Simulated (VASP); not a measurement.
# S (Fm-3m) in VASP: a series of runs, part 2 of 2

VASP 6.6.1. Earlier steps stand in the parts before.

### Step 4. Single point, r2SCAN

This run uses another cell than the first one, of 14.05 Å³/atom.

POSCAR

```
S
1.0
    0.0000000000      1.9153038874      1.9153038874
    1.9153038874      0.0000000000      1.9153038874
    1.9153038874      1.9153038874      0.0000000000
S
1
Direct
    0.0000000000      0.0000000000      0.0000000000
```

INCAR.step1

```
SYSTEM = S
PREC     = Accurate       ! precision mode
ENCUT    = 550            ! plane-wave cutoff, eV
ISMEAR   = 1              ! smearing method
SIGMA    = 0.05           ! smearing width, eV
LREAL    = .FALSE.        ! projectors in reciprocal space
LASPH    = .TRUE.         ! aspherical terms in the spheres
NELM     = 120            ! most SCF steps
NBANDS   = 9              ! bands
GGA      = PE             ! functional
ALGO     = Normal         ! electronic algorithm
EDIFF    = 1E-5           ! SCF threshold, eV
LWAVE    = .TRUE.         ! write WAVECAR
LCHARG   = .FALSE.        ! write CHGCAR
GGA_COMPAT= .FALSE.
```

INCAR.step2

```
SYSTEM = S
PREC     = Accurate       ! precision mode
ENCUT    = 550            ! plane-wave cutoff, eV
EDIFF    = 1E-6           ! SCF threshold, eV
ISMEAR   = 1              ! smearing method
SIGMA    = 0.05           ! smearing width, eV
LREAL    = .FALSE.        ! projectors in reciprocal space
LASPH    = .TRUE.         ! aspherical terms in the spheres
NELM     = 120            ! most SCF steps
ALGO     = Normal         ! electronic algorithm
ISIF     = 2              ! what is computed and relaxed
LWAVE    = .FALSE.        ! write WAVECAR
LCHARG   = .FALSE.        ! write CHGCAR
METAGGA  = R2SCAN         ! meta-GGA
LMIXTAU  = .TRUE.       
NBANDS   = 9              ! bands
ISTART   = 1            
GGA_COMPAT= .FALSE.
```

KPOINTS

```
Automatic mesh
0
G
  7 7 7
  0 0 0
```

Run with:

```
$ cat potpaw_PBE.64/S/POTCAR > POTCAR
$ cp INCAR.step1 INCAR
$ mpirun -np 1 vasp_std > vasp.out
$ cp INCAR.step2 INCAR
$ mpirun -np 1 vasp_std > vasp.out
```

Wall time 13 s (1 thread of Intel Xeon Platinum 8375C at 2.90GHz (Ice Lake), shared host); peak memory 0.13 GiB.

It converged, with:

- Free energy: -6.4455 eV
- Pressure: 14.7 GPa
- Band gap on the k mesh: zero (bands 3 and 4 overlap by 6.14 eV)

Levels at points of the mesh, in eV from the Fermi level:
```tsv
k point	band 1	band 2	band 3	band 4	band 5	band 6	band 7
(0.00, 0.00, 0.00)	-18.79	4.18	4.18	4.18	12.78	12.78	12.78
```

Caveat: the k points lie up to 0.41 Å⁻¹ apart, too coarse for converged energies and pressures of a metal; the PAW data sets were made with another functional, which shifts forces and pressure a little.

### Step 5. Single point, r2SCAN

This run uses another cell than the first one, of 16.15 Å³/atom.

POSCAR

```
S
1.0
    0.0000000000      2.0061698249      2.0061698249
    2.0061698249      0.0000000000      2.0061698249
    2.0061698249      2.0061698249      0.0000000000
S
1
Direct
    0.0000000000      0.0000000000      0.0000000000
```

INCAR.step1

```
ALGO = Normal
EDIFF = 1E-5
ENCUT = 550
GGA = PE
GGA_COMPAT = F
ISMEAR = 1
LASPH = T
LCHARG = F
LREAL = F
LWAVE = T
NBANDS = 9
NELM = 120
PREC = Accurate
SIGMA = 0.05
```

INCAR.step2

```
ALGO = Normal
EDIFF = 1E-6
ENCUT = 550
GGA_COMPAT = F
ISIF = 2
ISMEAR = 1
ISTART = 1
LASPH = T
LCHARG = T
LELF = T
LMIXTAU = T
LREAL = F
LVHAR = T
LWAVE = F
METAGGA = R2SCAN
NBANDS = 9
NELM = 120
PREC = Accurate
SIGMA = 0.05
```

KPOINTS

```
k-points
0
Gamma
  7 7 7
```

Run with:

```
$ cat potpaw_PBE.64/S/POTCAR > POTCAR
$ cp INCAR.step1 INCAR
$ mpirun -np 1 vasp_std > vasp.out
$ cp INCAR.step2 INCAR
$ mpirun -np 1 vasp_std > vasp.out
```

It took 15 s on 1 thread of Intel Xeon Platinum 8375C at 2.90GHz (Ice Lake), shared host; peak memory 0.13 GiB.

It converged, with:

* Free energy: -6.5316 eV
* Pressure: -0.2 GPa
* Band gap on the k mesh: zero (bands 3 and 4 overlap by 4.84 eV)

Levels at points of the mesh, in eV from the Fermi level:
```tsv
k point	band 1	band 2	band 3	band 4	band 5	band 6
(0.00, 0.00, 0.00)	-17.31	3.25	3.25	3.25	12.67	12.67
```

Caveat: the k points lie up to 0.39 Å⁻¹ apart, too coarse for converged energies and pressures of a metal; the PAW data sets were made with another functional, which shifts forces and pressure a little.

### Step 6. Relaxation of cell and atoms, r2SCAN

This run uses another cell than the first one, of 18.52 Å³/atom.

POSCAR

```
S
1.0
    0.0000000000      2.1000000000      2.1000000000
    2.1000000000      0.0000000000      2.1000000000
    2.1000000000      2.1000000000      0.0000000000
S
1
Direct
    0.0000000000      0.0000000000      0.0000000000
```

INCAR.step1

```
SYSTEM = S
  PREC = Accurate
  ENCUT = 550
  ISMEAR = 1
  SIGMA = 0.05
  LREAL = .False.
  LASPH = .True.
  NELM = 120
  GGA = PE
  ALGO = Normal
  EDIFF = 1E-5
  LWAVE = .True.
  LCHARG = .False.
  GGA_COMPAT = .False.
  IBRION = 2
  ISIF = 3
  EDIFFG = -0.005
  NELMIN = 4
  NSW = 100
```

INCAR.step2

```
SYSTEM = S
  PREC = Accurate
  ENCUT = 550
  EDIFF = 1E-7
  ISMEAR = 1
  SIGMA = 0.05
  LREAL = .False.
  LASPH = .True.
  NELM = 120
  ALGO = Normal
  ISIF = 3
  LWAVE = .False.
  LCHARG = .False.
  METAGGA = R2SCAN
  LMIXTAU = .True.
  IBRION = 2
  NSW = 80
  EDIFFG = -0.01
  ISTART = 1
  GGA_COMPAT = .False.
  NELMIN = 4
```

KPOINTS

```
regular mesh
0
Gamma
  7 7 7
  0 0 0
```

Potentials or basis: VASP PAW PBE potentials, release 64 (S).

Run with:

```
$ cat potpaw_PBE.64/S/POTCAR > POTCAR
$ cp INCAR.step1 INCAR
$ mpirun -np 1 vasp_std > vasp.out
$ cp INCAR.step2 INCAR
$ mpirun -np 1 vasp_std > vasp.out
```

Run time: 32 s. Hardware: 1 thread of Intel Xeon Platinum 8375C at 2.90GHz (Ice Lake), shared host; peak memory 0.13 GiB.

The run converged. Its results:

- Free energy: -6.5320 eV
- Relaxed volume: 16.10 Å³/atom
- Relaxed cell: a = 2.834 Å, b = 2.834 Å, c = 2.834 Å, α = 60.00°, β = 60.00°, γ = 60.00°
- Space group after relaxing (to 0.1 Å): Fm-3m (No. 225)
- Energy gained by relaxing: 73.4 meV/atom
- Ionic steps: 3
- Pressure after relaxing: 0.0 GPa
- Band gap on the k mesh: zero (bands 3 and 4 overlap by 4.86 eV)

The path:
```csv
step,energy change (eV),largest force (eV/Å),pressure (GPa),volume (Å³)
1,0.0000,0.0000,-8.59,18.52
2,-0.0732,0.0000,0.62,15.99
3,-0.0734,0.0000,0.01,16.10
```

Final structure:
```
S
1.0
     0.00000    2.00420    2.00420
     2.00420    0.00000    2.00420
     2.00420    2.00420    0.00000
S
1
Direct
  0.00000 0.00000 0.00000
```

Levels at points of the mesh, in eV from the Fermi level:
```tsv
k point	band 1	band 2	band 3	band 4	band 5	band 6
(0.00, 0.00, 0.00)	-17.34	3.27	3.27	3.27	12.67	12.67
```

Caveat: the k points lie up to 0.39 Å⁻¹ apart in the final cell, too coarse for converged energies and pressures of a metal; the PAW data sets were made with another functional, which shifts forces and pressure a little.

### Step 7. The runs side by side

```csv
task,cell,gap on the mesh (eV),pressure (GPa)
single point,"a = 2.623 Å, angles 60.0°, 1 atom",none,29.2
single point,"a = 2.561 Å, angles 60.0°, 1 atom",none,44.3
single point,"a = 2.709 Å, angles 60.0°, 1 atom",none,14.7
single point,"a = 2.837 Å, angles 60.0°, 1 atom",none,-0.2
relaxation of cell and atoms,"relaxed from a = 2.970 Å, angles 60.0°, 1 atom",none,0.0
```

Alike in all rows: level r2SCAN; potentials or basis VASP PAW PBE potentials, release 64 (S); no spin polarisation; k mesh 7 × 7 × 7; cutoff (eV) 550; smearing methfessel-paxton 0.05 eV.

Caveats: all runs use coarse meshes; the PAW data sets were made with another functional, which shifts forces and pressure a little.

Total energies depend on the potentials used, so only differences within one code and one set of settings carry meaning.
